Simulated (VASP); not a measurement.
# ZnS (P6_3mc) in VASP: notebook

ZnS is run at these levels: r2SCAN; tasks: single point.

Everything below comes from runs of VASP 6.6.1. Logs are shortened: lines on timing, memory, paths and dates and some standing lists are left out, and cuts for length are marked.

### 1 The cell of the first run

It takes space group P6_3mc (No. 186, hexagonal). Conventional cell: a = 3.502 Å, b = 3.502 Å, c = 6.745 Å, α = 90.00°, β = 90.00°, γ = 120.00°. Within 2.9 Å of Zn (site symmetry 3m) lie 4 S at 2.19 to 2.52 Å. S (site symmetry 3m) has 4 Zn at 2.19 to 2.52 Å within 2.9 Å.

### 2 Single point, r2SCAN (strain -0.080 along x and y, +0.080 along z)

POSCAR reads:

```
ZnS
1.0
    3.5021840075      0.0000000000      0.0000000000
   -1.7510920037      3.0329803192      0.0000000000
    0.0000000000      0.0000000000      6.7453939643
Zn S
2 2
Direct
    0.3333333333      0.6666666667      0.0053880710
    0.6666666667      0.3333333333      0.5053880710
    0.3333333333      0.6666666667      0.3796119290
    0.6666666667      0.3333333333      0.8796119290
```

INCAR.step1 reads:

```
SYSTEM = ZnS
ALGO = Normal
EDIFF = 1E-4
ENCUT = 520
GGA = PE
ISMEAR = 0
LASPH = .TRUE.
LCHARG = .FALSE.
LREAL = .FALSE.
LWAVE = .TRUE.
NBANDS = 26
NELM = 80
PREC = Accurate
SIGMA = 0.05
```

INCAR.step2 reads:

```
SYSTEM = ZnS
ALGO = Normal
EDIFF = 1E-6
ENCUT = 520
ISIF = 2
ISMEAR = 0
ISTART = 1
LASPH = .TRUE.
LCHARG = .TRUE.
LELF = .TRUE.
LMIXTAU = .TRUE.
LREAL = .FALSE.
LVHAR = .TRUE.
LWAVE = .FALSE.
METAGGA = R2SCAN
NBANDS = 26
NELM = 80
PREC = Accurate
SIGMA = 0.05
```

KPOINTS reads:

```
k-points
0
G
  6 6 4
  0 0 0
```

Potentials or basis: VASP PAW PBE potentials, release 64 (Zn, S).

Launch:

```
$ cat potpaw_PBE.64/Zn/POTCAR potpaw_PBE.64/S/POTCAR > POTCAR
$ cp INCAR.step1 INCAR
$ mpirun -np 1 vasp_std > vasp.out
$ cp INCAR.step2 INCAR
$ mpirun -np 1 vasp_std > vasp.out
```

OUTCAR:

```text
SYSTEM = ZnS
   EDIFF = 1E-6
   ENCUT = 520
   ISIF = 2
   ISMEAR = 0
   ISTART = 1
   LASPH = .TRUE.
   LREAL = .FALSE.
   METAGGA = R2SCAN
   NELM = 80
   PREC = Accurate

 ion  position               nearest neighbor table
   1  0.333  0.667  0.005-   4 2.19   4 2.19   4 2.19   3 2.52
   2  0.667  0.333  0.505-   3 2.19   3 2.19   3 2.19   4 2.52
   3  0.333  0.667  0.380-   2 2.19   2 2.19   2 2.19   1 2.52
   4  0.667  0.333  0.880-   1 2.19   1 2.19   1 2.19   2 2.52

  LATTYP: Found a hexagonal cell.
 ALAT       =     3.5021840075
 C/A-ratio  =     1.9260535568

  Lattice vectors:

 A1 = (   3.5021840075,   0.0000000000,   0.0000000000)
 A2 = (  -1.7510920037,   3.0329803192,   0.0000000000)
 A3 = (   0.0000000000,   0.0000000000,   6.7453939643)

Analysis of symmetry for initial positions (statically):
=====================================================================
 Subroutine PRICEL returns:
 Original cell was already a primitive cell.

 Routine SETGRP: Setting up the symmetry group for a
 hexagonal supercell.

 Subroutine GETGRP returns: Found 12 space group operations
 (whereof  6 operations were pure point group operations)
 out of a pool of 24 trial point group operations.

The static configuration has the point symmetry C_3v.
 The point group associated with its full space group is C_6v.

Analysis of symmetry for dynamics (positions and initial velocities):
=====================================================================
 Subroutine PRICEL returns:
 Original cell was already a primitive cell.

 Routine SETGRP: Setting up the symmetry group for a
 hexagonal supercell.

 Subroutine GETGRP returns: Found 12 space group operations
 (whereof  6 operations were pure point group operations)
 out of a pool of 24 trial point group operations.

The dynamic configuration has the point symmetry C_3v.
 The point group associated with its full space group is C_6v.

 Subroutine INISYM returns: Found 12 space group operations
 (whereof  6 operations are pure point group operations),
 and found     1 'primitive' translations

----------------------------------------------------------------------------------------

                                     Primitive cell

  volume of cell :      71.6499

  direct lattice vectors                    reciprocal lattice vectors
     3.502184007  0.000000000  0.000000000     0.285536111  0.164854350  0.000000000
    -1.751092004  3.032980319  0.000000000     0.000000000  0.329708701  0.000000000
     0.000000000  0.000000000  6.745393964     0.000000000  0.000000000  0.148249310

  length of vectors
     3.502184007  3.502184007  6.745393964     0.329708701  0.329708701  0.148249310

  position of ions in fractional coordinates (direct lattice)
     0.333333333  0.666666667  0.005388071
     0.666666667  0.333333333  0.505388071
     0.333333333  0.666666667  0.379611929
     0.666666667  0.333333333  0.879611929

  ion indices of the primitive-cell ions
   primitive index   ion index
                 1           1
                 2           2
                 3           3
                 4           4

----------------------------------------------------------------------------------------

 KPOINTS: k-points

Automatic generation of k-mesh.
 Grid dimensions read from file:
 generate k-points for:    6    6    4

 Generating k-lattice:

  Cartesian coordinates                     Fractional coordinates (reciprocal lattice)
     0.047589352  0.027475725  0.000000000     0.166666667  0.000000000  0.000000000
     0.000000000  0.054951450  0.000000000     0.000000000  0.166666667  0.000000000
     0.000000000  0.000000000  0.037062327     0.000000000  0.000000000  0.250000000

  Length of vectors
     0.054951450  0.054951450  0.037062327

  Shift w.r.t. Gamma in fractional coordinates (k-lattice)
     0.000000000  0.000000000  0.000000000

 Subroutine IBZKPT returns following result:
 ===========================================

 Found     21 irreducible k-points:

 Following reciprocal coordinates:
            Coordinates               Weight
  0.000000  0.000000  0.000000      1.000000
  0.166667 -0.000000  0.000000      6.000000
  0.333333 -0.000000  0.000000      6.000000
  0.500000 -0.000000  0.000000      3.000000
  0.166667  0.166667  0.000000      6.000000
  0.333333  0.166667  0.000000     12.000000
[... 13 lines left out ...]
  0.333333  0.166667  0.500000     12.000000
  0.333333  0.333333  0.500000      2.000000
   k-points           NKPTS =     21   k-points in BZ     NKDIM =     21   number of bands    NBANDS=     26
   number of dos      NEDOS =    301   number of ions     NIONS =      4
   total plane-waves  NPLWV =  39200
   dimension x,y,z NGX =    28 NGY =   28 NGZ =   50
   dimension x,y,z NGXF=    56 NGYF=   56 NGZF=  100
   ions per type =               2   2
   NGX,Y,Z   is equivalent  to a cutoff of  13.29, 13.29, 12.32 a.u.
   NGXF,Y,Z  is equivalent  to a cutoff of  26.58, 26.58, 24.65 a.u.
 SYSTEM =  ZnS
   PREC   = accura    normal or accurate (medium, high low for compatibility)
   ISTART =      1    job   : 0-new  1-cont  2-samecut
   ICHARG =      0    charge: 1-file 2-atom 10-const
   ISPIN  =      1    spin polarized calculation?
   LNONCOLLINEAR =      F non collinear calculations
   LSORBIT =      F    spin-orbit coupling
   LASPH  =      T    aspherical Exc in radial PAW
   ENCUT  =  520.0 eV  38.22 Ry    6.18 a.u.   6.51  6.51 12.54*2*pi/ulx,y,z
   NELM   =     80;   NELMIN=  2; NELMDL=  0     # of ELM steps
   EDIFF  = 0.1E-05   stopping-criterion for ELM
   LREAL  =      F    real-space projection
   EDIFFG = 0.1E-04   stopping-criterion for IOM
   NSW    =      0    number of steps for IOM
   IBRION =     -1    ionic relax: 0-MD 1-quasi-New 2-CG
   NFREE  =      0    steps in history (QN), initial steepest desc. (CG)
   ISIF   =      2    stress and relaxation
   ISYM   =      2    0-nonsym 1-usesym 2-fastsym
   POTIM  = 0.5000    time-step for ionic-motion
   TEBEG  =    0.0;   TEEND  =   0.0 temperature during run
   PSTRESS=    0.0 pullay stress
   NELECT =      36.0000    total number of electrons
   NUPDOWN=      -1.0000    fix difference up-down
   EMIN   =  10.00;   EMAX   =-10.00  energy-range for DOS
   EFERMI =   0.00;   METHOD = LEGACY
   ISMEAR =     0;   SIGMA  =   0.05  broadening in eV -4-tet -1-fermi 0-gaus
   EFERMI_NEDOS =   21; number of points for ismear=-14 and -15
   IALGO  =     38    algorithm
   IMIX   =      4    mixing-type and parameters
     AMIX     =   0.40;   BMIX     =  1.00
     AMIX_MAG =   1.60;   BMIX_MAG =  1.00
  volume/ion in A,a.u.               =      17.91       120.88
  Fermi-wavevector in a.u.,A,eV,Ry     =   1.301479  2.459438 23.046182  1.693847
  Thomas-Fermi vector in A             =   2.432610
   LORBIT       =      0    0 simple, 1 ext, 2 COOP (PROOUT), +10 PAW based schemes
   METAGGA = R2SCAN    functional components
   LHFCALC =     F    Hartree Fock is set to
   AEXX    =    0.0000 exact exchange contribution
   IVDW    =     0    specifies the selected vdW correction
   LEPSILON=     F    determine dielectric tensor
   LRPA    =     F    only Hartree local field effects (RPA)
 non-spin polarized calculation
 Gauss-broadening in eV      SIGMA  =   0.05
  energy-cutoff  :      520.00
  volume of cell :       71.65
 maximum number of plane-waves:      1963
 NGX is ok and might be reduce to    28
   NGX = 13   NGY = 13   NGZ = 25

 number of electron      35.9999987 magnetization

 Free energy of the ion-electron system (eV)
  ---------------------------------------------------
  ext. energy  EPLUGINS =         0.00000000
  ---------------------------------------------------
  free energy    TOTEN  =       -36.87876106 eV

  energy without entropy =      -36.87876106  energy(sigma->0) =      -36.87876106

 E-fermi :   3.3932     XC(G=0): -10.7649

 val. band max:        3.1615165825   @ k =   0.0000   0.0000   0.0000
 cond. band min:       5.1851110024   @ k =   0.0000   0.0000   0.0000
 fundamental gap:      2.0235944199
 Fermi energy:         3.3932376572

 k-point     1 :       0.0000    0.0000    0.0000
  band No.  band energies     occupation
      1     -11.6961      2.00000
      2     -10.9726      2.00000
      3      -4.2422      2.00000
      4      -4.2421      2.00000
      5      -4.1842      2.00000
      6      -4.1841      2.00000
[... 18 lines left out ...]
     25      11.4294      0.00000
     26      11.9739      0.00000

 k-point     2 :       0.1667   -0.0000    0.0000
  band No.  band energies     occupation
      1     -11.4341      2.00000
      2     -10.7687      2.00000
      3      -4.2829      2.00000
      4      -4.1865      2.00000
      5      -4.1839      2.00000
      6      -4.1143      2.00000
[... 18 lines left out ...]
     25      11.6727      0.00000
     26      12.2989      0.00000

 k-point     3 :       0.3333   -0.0000    0.0000
  band No.  band energies     occupation
      1     -10.8057      2.00000
      2     -10.3344      2.00000
      3      -4.3127      2.00000
      4      -4.1665      2.00000
      5      -4.0951      2.00000
      6      -3.9753      2.00000
[... 18 lines left out ...]
     25      12.5910      0.00000
     26      14.6894      0.00000

 k-point     4 :       0.5000   -0.0000    0.0000
  band No.  band energies     occupation
      1     -10.3858      2.00000
      2     -10.1336      2.00000
      3      -4.2453      2.00000
      4      -4.1348      2.00000
      5      -4.0640      2.00000
      6      -3.9115      2.00000
[... 18 lines left out ...]
     25      11.7815      0.00000
     26      15.1264      0.00000
[... 409 lines left out ...]
      1     -10.7272      2.00000
      2     -10.7272      2.00000
      3      -4.2372      2.00000
      4      -4.2372      2.00000
      5      -4.0834      2.00000
      6      -4.0834      2.00000
[... 18 lines left out ...]
     25      12.0237      0.00000
     26      12.0237      0.00000

 k-point    20 :       0.3333    0.1667    0.5000
  band No.  band energies     occupation
      1     -10.2694      2.00000
      2     -10.2694      2.00000
      3      -4.1672      2.00000
      4      -4.1672      2.00000
      5      -3.9608      2.00000
      6      -3.9608      2.00000
[... 18 lines left out ...]
     25      13.4442      0.00000
     26      13.4442      0.00000

 k-point    21 :       0.3333    0.3333    0.5000
  band No.  band energies     occupation
      1     -10.1102      2.00000
      2     -10.1102      2.00000
      3      -4.1178      2.00000
      4      -4.1178      2.00000
      5      -3.8575      2.00000
      6      -3.8575      2.00000
[... 18 lines left out ...]
     25      13.7154      0.00000
     26      13.7154      0.00000

------------------------ aborting loop because EDIFF is reached ----------------------------------------

  FORCE on cell =-STRESS in cart. coord.  units (eV):
  Direction    XX          YY          ZZ          XY          YZ          ZX
  --------------------------------------------------------------------------------------
  -------------------------------------------------------------------------------------
  Total        9.4032325      9.4032325     -2.5104728      0.0000000      0.0000000      0.0000000
  in kB      210.2673702    210.2673702    -56.1371324      0.0000000      0.0000000      0.0000000
  external PRESSURE =     121.4658693 kB  Pullay stress =       0.0000000 kB

 VOLUME and BASIS-vectors are now :
 -----------------------------------------------------------------------------
  energy-cutoff  :      520.00
  volume of cell :       71.65
      direct lattice vectors                 reciprocal lattice vectors
     3.502184007  0.000000000  0.000000000     0.285536111  0.164854350  0.000000000
    -1.751092004  3.032980319  0.000000000     0.000000000  0.329708701  0.000000000
     0.000000000  0.000000000  6.745393964     0.000000000  0.000000000  0.148249310

 POSITION                                       TOTAL-FORCE (eV/Angst)
 -----------------------------------------------------------------------------------
     -0.00000      2.02199      0.03634        -0.000000      0.000000      1.090249
      1.75109      1.01099      3.40904         0.000000     -0.000000      1.090249
     -0.00000      2.02199      2.56063         0.000000      0.000000     -1.090249
      1.75109      1.01099      5.93333         0.000000      0.000000     -1.090249
 -----------------------------------------------------------------------------------
    total drift:                               -0.000000     -0.000000      0.010997

  FREE ENERGIE OF THE ION-ELECTRON SYSTEM (eV)
  ---------------------------------------------------
  free  energy   TOTEN  =       -36.8787610645 eV

  energy  without entropy=      -36.8787610645  energy(sigma->0) =      -36.87876106
```

Run time: 3.8 min. Hardware: 1 thread of Intel Xeon 8259CL, shared host; peak memory 0.21 GiB.

What came out:

```yaml
Free_energy: -36.8788 eV
Pressure: 12.1 GPa
Largest_force: 1.090 eV/Å
Band_gap_on_the_k_mesh: 2.02 eV
```

Forces in eV/Å, atoms in the order of the input:
```
Zn   0.000  0.000  1.090
Zn   0.000  0.000  1.090
S    0.000  0.000 -1.090
S    0.000  0.000 -1.090
```

Stress tensor (GPa, compression positive):
```
21.03  0.00  0.00
 0.00 21.03  0.00
 0.00  0.00 -5.61
```

Levels at points of the mesh, in eV from the valence-band top:
```csv
k point,band 16,band 17,band 18,band 19,band 20,band 21
"(0.00, 0.00, 0.00)",-0.60,0.00,0.00,2.02,4.85,6.06
"(0.50, 0.00, 0.00)",-2.35,-2.34,-1.40,3.82,4.37,4.83
"(0.00, 0.00, 0.50)",-0.31,-0.31,-0.31,4.87,4.87,6.23
"(0.50, 0.00, 0.50)",-2.64,-1.90,-1.90,3.17,3.17,5.25
```

Caveat: the cell differs from its parent crystal (strain -0.080 along x and y, +0.080 along z); the cell stands under pressure; the PAW data sets were made with another functional, which shifts forces and pressure a little.

### 3 Single point, r2SCAN (strain +0.000 along x and y, -0.080 along z)

POSCAR reads:

```
ZnS
1.0
    3.8067217473      0.0000000000      0.0000000000
   -1.9033608736      3.2967177383      0.0000000000
    0.0000000000      0.0000000000      5.7460763399
Zn S
2 2
Direct
    0.3333333333      0.6666666667      0.0053880710
    0.6666666667      0.3333333333      0.5053880710
    0.3333333333      0.6666666667      0.3796119290
    0.6666666667      0.3333333333      0.8796119290
```

INCAR.step1 reads:

```
SYSTEM = ZnS
  PREC = Accurate
  ENCUT = 520
  ISMEAR = 0
  SIGMA = 0.05
  LREAL = .FALSE.
  LASPH = .TRUE.
  NELM = 60
  NBANDS = 26
  GGA = PE
  ALGO = Normal
  EDIFF = 1E-4
  LWAVE = .TRUE.
  LCHARG = .FALSE.
```

INCAR.step2 reads:

```
SYSTEM = ZnS
  PREC = Accurate
  ENCUT = 520
  EDIFF = 1E-6
  ISMEAR = 0
  SIGMA = 0.05
  LREAL = .FALSE.
  LASPH = .TRUE.
  NELM = 60
  ALGO = Normal
  ISIF = 2
  LWAVE = .FALSE.
  LCHARG = .TRUE.
  METAGGA = R2SCAN
  LMIXTAU = .TRUE.
  LELF = .TRUE.
  LVHAR = .TRUE.
  NBANDS = 26
  ISTART = 1
```

KPOINTS reads:

```
Automatic mesh
0
G
  6 6 4
  0 0 0
```

Potentials or basis: VASP PAW PBE potentials, release 64 (Zn, S).

Launch:

```
$ cat potpaw_PBE.64/Zn/POTCAR potpaw_PBE.64/S/POTCAR > POTCAR
$ cp INCAR.step1 INCAR
$ mpirun -np 1 vasp_std > vasp.out
$ cp INCAR.step2 INCAR
$ mpirun -np 1 vasp_std > vasp.out
```

Wall time 3.3 min (1 thread of Intel Xeon 8259CL, shared host); peak memory 0.21 GiB.

Results (log left out):

| Property | Result |
| --- | --- |
| Free energy | -37.3478 eV |
| Pressure | 9.3 GPa |
| Largest force | 1.124 eV/Å |
| Band gap on the k mesh | 3.03 eV |

Forces on the atoms (eV/Å):
```
Zn   0.000  0.000 -1.124
Zn   0.000  0.000 -1.124
S    0.000  0.000  1.124
S    0.000  0.000  1.124
```

Stress tensor (GPa, compression positive):
```
 2.96  0.00  0.00
 0.00  2.96  0.00
 0.00  0.00 21.87
```

Levels at points of the mesh, in eV from the valence-band top:
```
           k point  band 15  band 16  band 17  band 18  band 19  band 20  band 21  band 22
(0.00, 0.00, 0.00)    -1.51    -0.15    -0.15     0.00     3.03     3.15     6.27     6.27
(0.50, 0.00, 0.00)    -3.88    -3.01    -2.05    -1.00     3.49     5.02     5.69     6.98
(0.00, 0.00, 0.50)    -0.86    -0.86    -0.86    -0.86     3.91     3.91     6.76     6.76
(0.50, 0.00, 0.50)    -2.09    -2.09    -1.66    -1.66     3.98     3.98     5.85     5.85
```

Caveat: the cell differs from its parent crystal (strain +0.000 along x and y, -0.080 along z); the cell stands under pressure; the PAW data sets were made with another functional, which shifts forces and pressure a little.

(Continued in part 2 of 2.)
